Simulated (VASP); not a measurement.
A run of VASP 6.6.1 is set up as follows.

File INCAR:

```
ALGO = Normal
EDIFF = 1E-6
ENCUT = 520
GGA = PE
ISIF = 2
ISMEAR = 0
LASPH = T
LCHARG = F
LREAL = F
LWAVE = F
NBANDS = 18
NELM = 60
PREC = Accurate
SIGMA = 0.15
```

KPOINTS

```
k-points
0
Gamma
  22 22 22
```

POSCAR

```
Si2W
1.0
   -1.6366168117      1.6366168117      3.8278108688
    1.6366168117     -1.6366168117      3.8278108688
    1.6366168117      1.6366168117     -3.8278108688
Si W
2 1
Direct
    0.3345744059      0.3345744059      0.0000000000
    0.6654255941      0.6654255941      0.0000000000
    0.0000000000      0.0000000000      0.0000000000
```

Potentials or basis: VASP PAW PBE potentials, release 64 (Si, W_sv).

Command:

```bash
$ cat potpaw_PBE.64/Si/POTCAR potpaw_PBE.64/W_sv/POTCAR > POTCAR
$ mpirun -np 1 vasp_std > vasp.out
```

Predict the pressure.

1.3 GPa.

What does it give for the band gap on the k mesh?

Zero (band 11 reaches 12.26 eV, above the bottom of band 12 at 11.27 eV).

Stress tensor (GPa, compression positive):
```
-4.56  0.00  0.00
 0.00 -4.56  0.00
 0.00  0.00 13.15
```

Caveat: spin-orbit coupling is left out, which moves the levels of the heavy elements.
